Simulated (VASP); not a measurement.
# Cs (I4_1/amd) in VASP: a series of runs, part 2 of 3

VASP 6.6.1. Earlier steps stand in the parts before.

**3. Electric field gradients, LDA (volume scaled by 0.98)**

File INCAR:

```
PREC = Accurate ; ENCUT = 520
EDIFF = 1E-8 ; ISMEAR = -1
SIGMA = 0.03 ; LREAL = F
LASPH = T ; NELM = 100
ALGO = Normal ; ISIF = 2
LWAVE = F ; LCHARG = F
GGA = CA ; LEFG = T
NBANDS = 16
```

File KPOINTS:

```
Automatic mesh
0
Gamma
  9 9 9
```

File POSCAR:

```
Cs
1.0
   -2.5367058781      2.5367058781      9.5316617119
    2.5367058781     -2.5367058781      9.5316617119
    2.5367058781      2.5367058781     -9.5316617119
Cs
2
Direct
    0.2500000000      0.7500000000      0.5000000000
    0.5000000000      0.5000000000      0.0000000000
```

Potentials or basis: VASP PAW LDA potentials, release 64 (Cs_sv).

Launch:

```console
$ cat potpaw_LDA.64/Cs_sv/POTCAR > POTCAR
$ mpirun -np 1 vasp_std > vasp.out
```

OUTCAR:

```text
PREC = Accurate
   ENCUT = 520
   EDIFF = 1E-8
   ISMEAR = -1
   LREAL = F
   LASPH = T
   NELM = 100
   ISIF = 2
   GGA = CA

 ion  position               nearest neighbor table
   1  0.250  0.750  0.500-
   2  0.500  0.500  0.000-

  LATTYP: Found a body centered tetragonal cell.
 ALAT       =     5.0734117562
 C/A-ratio  =     3.7574958115

  Lattice vectors:

 A1 = (  -2.5367058781,   2.5367058781,   9.5316617119)
 A2 = (   2.5367058781,  -2.5367058781,   9.5316617119)
 A3 = (   2.5367058781,   2.5367058781,  -9.5316617119)
[... 669 lines left out ...]
  ---------------------------------------------------
  free  energy   TOTEN  =        -1.8269590511 eV

  energy  without entropy=       -1.8204492347  energy(sigma->0) =       -1.82370414

 Electric field gradients (V/A^2)
---------------------------------------------------------------------
 ion       V_xx      V_yy      V_zz      V_xy      V_xz      V_yz
---------------------------------------------------------------------
   1       2.389     2.389    -4.779    -0.000    -0.000    -0.000
   2       2.389     2.389    -4.779    -0.000    -0.000    -0.000
---------------------------------------------------------------------

 Electric field gradients after diagonalization (V/A^2)
 (convention: |V_zz| > |V_xx| > |V_yy|)
----------------------------------------------------------------------
 ion       V_xx      V_yy      V_zz     asymmetry (V_yy - V_xx)/ V_zz
----------------------------------------------------------------------
   1       2.390     2.389    -4.779       0.000
   2       2.390     2.389    -4.779       0.000
----------------------------------------------------------------------

           NMR quadrupolar parameters

 Cq : quadrupolar parameter    Cq=e*Q*V_zz/h
 eta: asymmetry parameters     (V_yy - V_xx)/ V_zz
 Q  : nuclear electric quadrupole moment in mb (millibarn)
----------------------------------------------------------------------
 ion       Cq(MHz)       eta       Q (mb)
----------------------------------------------------------------------
   1      -0.012       0.000       1.000
   2      -0.012       0.000       1.000
----------------------------------------------------------------------
```

stdout:

```text
POSCAR found type information on POSCAR Cs
 POSCAR found :  1 types and       2 ions
 scaLAPACK will be used
 LDA part: xc-table for (Slater(with rela. corr.)+CA(PZ))
 , standard interpolation
 POSCAR, INCAR and KPOINTS ok, starting setup
 FFT: planning ... GRIDC
 FFT: planning ... GRID_SOFT
 FFT: planning ... GRID
 WAVECAR not read
 entering main loop
ion   1

ion   2
```

It took 14 min on 1 thread of Intel Xeon Platinum 8259CL at 2.50GHz (Skylake/Cascade Lake), shared host; peak memory 0.76 GiB.

Results:

```
Free energy            : -1.8270 eV
Pressure               : -0.3 GPa
Band gap on the k mesh : zero (band 9 reaches 0.70 eV, above the bottom of band 10 at -0.85 eV)
```

Levels at points of the mesh, in eV from the Fermi level:
| k point | band 7 | band 8 | band 9 | band 10 | band 11 | band 12 |
| --- | --- | --- | --- | --- | --- | --- |
| (0.00, 0.00, 0.00) | -10.66 | -10.66 | -1.62 | -0.17 | 0.63 | 1.50 |

Electric field gradients, principal values (V/Å²):
```
atom  least  middle  greatest (by size)
1 Cs  2.389   2.390              -4.779
2 Cs  2.389   2.390              -4.779
```

Caveat: without QUAD_EFG the Cq values of the log hold for a quadrupole moment of 1 mb, not for the nuclei; spin-orbit coupling is left out, which moves the levels of the heavy elements.

**4. Electric field gradients, LDA (volume scaled by 1.02)**

File INCAR:

```
SYSTEM = Cs
PREC     = Accurate       ! precision mode
ENCUT    = 520            ! plane-wave cutoff, eV
EDIFF    = 1E-8           ! SCF threshold, eV
ISMEAR   = -1             ! smearing method
SIGMA    = 0.03           ! smearing width, eV
LREAL    = .False.        ! projectors in reciprocal space
LASPH    = .True.         ! aspherical terms in the spheres
NELM     = 60             ! most SCF steps
ALGO     = Normal         ! electronic algorithm
ISIF     = 2              ! what is computed and relaxed
LWAVE    = .False.        ! write WAVECAR
LCHARG   = .False.        ! write CHGCAR
GGA      = CA             ! functional
LEFG     = .True.       
NBANDS   = 16             ! bands
```

File KPOINTS:

```
regular mesh
0
Gamma
  9 9 9
  0 0 0
```

File POSCAR:

```
Cs
1.0
   -2.5707596849      2.5707596849      9.6596187484
    2.5707596849     -2.5707596849      9.6596187484
    2.5707596849      2.5707596849     -9.6596187484
Cs
2
Direct
    0.2500000000      0.7500000000      0.5000000000
    0.5000000000      0.5000000000      0.0000000000
```

Potentials or basis: VASP PAW LDA potentials, release 64 (Cs_sv).

Launch:

```console
$ cat potpaw_LDA.64/Cs_sv/POTCAR > POTCAR
$ mpirun -np 1 vasp_std > vasp.out
```

OUTCAR:

```text
SYSTEM = Cs
   PREC = Accurate
   ENCUT = 520
   EDIFF = 1E-8
   ISMEAR = -1
   LREAL = .False.
   LASPH = .True.
   NELM = 60
   ISIF = 2
   GGA = CA

 ion  position               nearest neighbor table
   1  0.250  0.750  0.500-
   2  0.500  0.500  0.000-

  LATTYP: Found a body centered tetragonal cell.
 ALAT       =     5.1415193698
 C/A-ratio  =     3.7574958115

  Lattice vectors:

 A1 = (  -2.5707596849,   2.5707596849,   9.6596187484)
 A2 = (   2.5707596849,  -2.5707596849,   9.6596187484)
 A3 = (   2.5707596849,   2.5707596849,  -9.6596187484)

Analysis of symmetry for initial positions (statically):
=====================================================================
 Subroutine PRICEL returns:
 Original cell was already a primitive cell.

 Routine SETGRP: Setting up the symmetry group for a
 body centered tetragonal supercell.

 Subroutine GETGRP returns: Found 16 space group operations
 (whereof  8 operations were pure point group operations)
 out of a pool of 16 trial point group operations.

The static configuration has the point symmetry D_2d.
 The point group associated with its full space group is D_4h.

Analysis of symmetry for dynamics (positions and initial velocities):
=====================================================================
 Subroutine PRICEL returns:
 Original cell was already a primitive cell.

 Routine SETGRP: Setting up the symmetry group for a
 body centered tetragonal supercell.

 Subroutine GETGRP returns: Found 16 space group operations
 (whereof  8 operations were pure point group operations)
 out of a pool of 16 trial point group operations.

The dynamic configuration has the point symmetry D_2d.
 The point group associated with its full space group is D_4h.

 Subroutine INISYM returns: Found 16 space group operations
 (whereof  8 operations are pure point group operations),
 and found     1 'primitive' translations

----------------------------------------------------------------------------------------

                                     Primitive cell

  volume of cell :     255.3542

  direct lattice vectors                    reciprocal lattice vectors
    -2.570759685  2.570759685  9.659618748     0.000000000  0.194495037  0.051761877
     2.570759685 -2.570759685  9.659618748     0.194495037  0.000000000  0.051761877
     2.570759685  2.570759685 -9.659618748     0.194495037  0.194495037  0.000000000

  length of vectors
    10.321135843 10.321135843 10.321135843     0.201265028  0.201265028  0.275057519

  position of ions in fractional coordinates (direct lattice)
     0.250000000  0.750000000  0.500000000
     0.500000000  0.500000000  0.000000000

  ion indices of the primitive-cell ions
   primitive index   ion index
                 1           1
                 2           2

----------------------------------------------------------------------------------------

 KPOINTS: regular mesh

Automatic generation of k-mesh.
 Grid dimensions read from file:
[... 67 lines left out ...]
   EDIFFG = 0.1E-06   stopping-criterion for IOM
   NSW    =      0    number of steps for IOM
   IBRION =     -1    ionic relax: 0-MD 1-quasi-New 2-CG
   NFREE  =      0    steps in history (QN), initial steepest desc. (CG)
   ISIF   =      2    stress and relaxation
   ISYM   =      2    0-nonsym 1-usesym 2-fastsym
   POTIM  = 0.5000    time-step for ionic-motion
   TEBEG  =    0.0;   TEEND  =   0.0 temperature during run
   PSTRESS=    0.0 pullay stress
   NELECT =      18.0000    total number of electrons
   NUPDOWN=      -1.0000    fix difference up-down
   EMIN   =  10.00;   EMAX   =-10.00  energy-range for DOS
   EFERMI =   0.00;   METHOD = LEGACY
   ISMEAR =    -1;   SIGMA  =   0.03  broadening in eV -4-tet -1-fermi 0-gaus
   EFERMI_NEDOS =   21; number of points for ismear=-14 and -15
   IALGO  =     38    algorithm
   IMIX   =      4    mixing-type and parameters
     AMIX     =   0.40;   BMIX     =  1.00
     AMIX_MAG =   1.60;   BMIX_MAG =  1.00
  volume/ion in A,a.u.               =     127.68       861.61
  Fermi-wavevector in a.u.,A,eV,Ry     =   0.676267  1.277959  6.222443  0.457337
  Thomas-Fermi vector in A             =   1.753529
   LORBIT       =      0    0 simple, 1 ext, 2 COOP (PROOUT), +10 PAW based schemes
   GGA     = CA    functional components
   LHFCALC =     F    Hartree Fock is set to
   AEXX    =    0.0000 exact exchange contribution
   IVDW    =     0    specifies the selected vdW correction
   LEPSILON=     F    determine dielectric tensor
   LRPA    =     F    only Hartree local field effects (RPA)
 non-spin polarized calculation
  energy-cutoff  :      520.00
  volume of cell :      255.35
 maximum number of plane-waves:      6932
 NGX is ok and might be reduce to    80
   NGX = 39   NGY = 39   NGZ = 39

 number of electron      18.0000001 magnetization

 Free energy of the ion-electron system (eV)
  ---------------------------------------------------
  ext. energy  EPLUGINS =         0.00000000
  ---------------------------------------------------
  free energy    TOTEN  =        -1.80716936 eV

  energy without entropy =       -1.80050306  energy(sigma->0) =       -1.80383621

 E-fermi :   0.0548     XC(G=0):  -5.2660

 val. band max:        0.0226460805   @ k =   0.2222   0.2222   0.1111
 cond. band min:       0.0656979631   @ k =  -0.3333   0.3333   0.2222
 fundamental gap:      0.0430518826
 Fermi energy:         0.0547812403

 k-point     1 :       0.0000    0.0000    0.0000
  band No.  band energies     occupation
      1     -23.8927      2.00000
      2     -23.8888      2.00000
      3     -10.7435      2.00000
      4     -10.6350      2.00000
      5     -10.6312      2.00000
      6     -10.6312      2.00000
[... 433 lines left out ...]
      3     -10.7461      2.00000
      4     -10.7454      2.00000
      5     -10.7396      2.00000
      6     -10.7388      2.00000
[... 8 lines left out ...]
     15       2.3155      0.00000
     16       2.3397      0.00000

 [... further k-points ...]
[... 5 lines left out ...]
  --------------------------------------------------------------------------------------
  -------------------------------------------------------------------------------------
  Total       -0.4778631     -0.4778631     -0.6774711      0.0000000      0.0000000      0.0000000
  in kB       -2.9982726     -2.9982726     -4.2506802      0.0000000      0.0000000      0.0000000
  external PRESSURE =      -3.4157418 kB  Pullay stress =       0.0000000 kB

 VOLUME and BASIS-vectors are now :
 -----------------------------------------------------------------------------
  energy-cutoff  :      520.00
  volume of cell :      255.35
      direct lattice vectors                 reciprocal lattice vectors
    -2.570759685  2.570759685  9.659618748     0.000000000  0.194495037  0.051761877
     2.570759685 -2.570759685  9.659618748     0.194495037  0.000000000  0.051761877
     2.570759685  2.570759685 -9.659618748     0.194495037  0.194495037  0.000000000

 POSITION                                       TOTAL-FORCE (eV/Angst)
 -----------------------------------------------------------------------------------
      2.57076      0.00000      4.82981        -0.000000      0.000000     -0.000000
      0.00000      0.00000      9.65962         0.000000     -0.000000      0.000000
 -----------------------------------------------------------------------------------
    total drift:                                0.000000     -0.000000      0.000000

  FREE ENERGIE OF THE ION-ELECTRON SYSTEM (eV)
  ---------------------------------------------------
  free  energy   TOTEN  =        -1.8071693644 eV

  energy  without entropy=       -1.8005030599  energy(sigma->0) =       -1.80383621

 Electric field gradients (V/A^2)
---------------------------------------------------------------------
 ion       V_xx      V_yy      V_zz      V_xy      V_xz      V_yz
---------------------------------------------------------------------
   1       2.288     2.288    -4.576    -0.000    -0.000    -0.000
   2       2.288     2.288    -4.576    -0.000    -0.000    -0.000
---------------------------------------------------------------------

 Electric field gradients after diagonalization (V/A^2)
 (convention: |V_zz| > |V_xx| > |V_yy|)
----------------------------------------------------------------------
 ion       V_xx      V_yy      V_zz     asymmetry (V_yy - V_xx)/ V_zz
----------------------------------------------------------------------
   1       2.289     2.288    -4.576       0.000
   2       2.289     2.288    -4.576       0.000
----------------------------------------------------------------------

           NMR quadrupolar parameters

 Cq : quadrupolar parameter    Cq=e*Q*V_zz/h
 eta: asymmetry parameters     (V_yy - V_xx)/ V_zz
 Q  : nuclear electric quadrupole moment in mb (millibarn)
----------------------------------------------------------------------
 ion       Cq(MHz)       eta       Q (mb)
----------------------------------------------------------------------
   1      -0.011       0.000       1.000
   2      -0.011       0.000       1.000
----------------------------------------------------------------------
```

Run time: 18 min. Hardware: 1 thread of Oxide Virtual Turin-like, shared host; peak memory 0.74 GiB.

What came out:

```yaml
Free_energy: -1.8072 eV
Pressure: -0.3 GPa
Band_gap_on_the_k_mesh: zero (band 9 reaches 0.64 eV, above the bottom of band 10 at -0.92 eV)
```

Stress tensor (GPa, compression positive):
```
-0.30  0.00  0.00
 0.00 -0.30  0.00
 0.00  0.00 -0.43
```

Electric field gradients, principal values (V/Å²):
```csv
atom,least,middle,greatest (by size)
1 Cs,2.288,2.289,-4.576
2 Cs,2.288,2.289,-4.576
```

Caveat: without QUAD_EFG the Cq values of the log hold for a quadrupole moment of 1 mb, not for the nuclei; spin-orbit coupling is left out, which moves the levels of the heavy elements.

[end of part 2 of 3]
